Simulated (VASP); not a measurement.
# La: single point with r2SCAN50

Crystal: La.

```xyz
1
Lattice="-2.1238 2.1238 2.1238 2.1238 -2.1238 2.1238 2.1238 2.1238 -2.1238" Properties=species:S:1:pos:R:3 pbc="T T T"
La    0.0000    0.0000    0.0000
```

This isn't the form of La at room conditions, which is double hcp.

```
Program                            : VASP 6.6.1
Task                               : single point
Functional                         : r2SCAN50
Potentials or basis                : VASP PAW PBE potentials, release 64 (La)
Cutoff                             : 520 eV
k mesh                             : 6 × 6 × 6
Occupations                        : gaussian, width 0.025 eV
Spin                               : no spin polarisation
Dipole correction                  : no
Grid for exact exchange (PRECFOCK) : Normal
Further INCAR settings             : ALGO = Normal; EDIFF = 1e-06; NBANDS = 12
Share of exact exchange            : 0.5
```

```
Pressure               : 2.0 GPa
Band gap on the k mesh : zero (an odd number of electrons rules out a gap without spin polarisation)
```

Levels at points of the mesh, in eV from the Fermi level:
| k point | band 1 | band 2 | band 3 | band 4 | band 5 | band 6 | band 7 | band 8 | band 9 | band 10 |
| --- | --- | --- | --- | --- | --- | --- | --- | --- | --- | --- |
| (0.00, 0.00, 0.00) | -39.72 | -20.15 | -20.15 | -20.15 | -5.65 | 3.08 | 3.08 | 3.08 | 5.59 | 6.02 |
| (0.50, 0.00, 0.00) | -39.48 | -21.74 | -20.61 | -20.18 | -3.29 | -0.35 | 3.16 | 5.60 | 5.69 | 6.97 |
| (0.50, 0.50, 0.50) | -39.32 | -21.17 | -21.17 | -21.17 | -3.49 | -3.49 | 6.27 | 6.27 | 6.27 | 6.73 |

It took 24 min on 1 thread of Intel Xeon 8259CL, with other jobs on the host, peak memory 0.19 GiB.

Caveat: the PAW data sets were made with another functional, which shifts forces and pressure a little; spin-orbit coupling is left out, which moves the levels of the heavy elements.
